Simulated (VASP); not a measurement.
Ga2As2H, 5 atoms in the cell. The cell holds a slab with vacuum, 5 atoms: a = 4.063 Å, b = 4.063 Å, c = 19.890 Å, α = 90.00°, β = 90.00°, γ = 90.00°. 

- Program: VASP 6.6.1
- Task: single point
- Functional: PBE
- Potentials or basis: VASP PAW PBE potentials, release 64 (As, Ga_d, H)
- Cutoff: 520 eV
- k mesh: 7 × 7 × 1
- Occupations: gaussian, width 0.05 eV
- Spin: collinear spin
- Starting moments: [0.0, 0.0, 0.0, 0.0, 1.0] μB
- Dipole correction: yes
- Further INCAR settings: ALGO = Normal; EDIFF = 1e-06; NBANDS = 30

Potentials or basis: VASP PAW PBE potentials, release 64 (As, Ga_d, H).

Command:

```bash
$ cat potpaw_PBE.64/As/POTCAR potpaw_PBE.64/Ga_d/POTCAR potpaw_PBE.64/H/POTCAR > POTCAR
$ mpirun -np 1 vasp_std > vasp.out
```

Hardware: 1 thread of Intel(R) Xeon(R) 6975P-C (Granite Rapids) (shared host).

Problem. Estimate the wall time of this run.

Solution. Run time: 5.7 min on 1 thread of Intel(R) Xeon(R) 6975P-C (Granite Rapids), on a shared host, peak memory 0.59 GiB. Counts: scf iterations 35, k points 16.
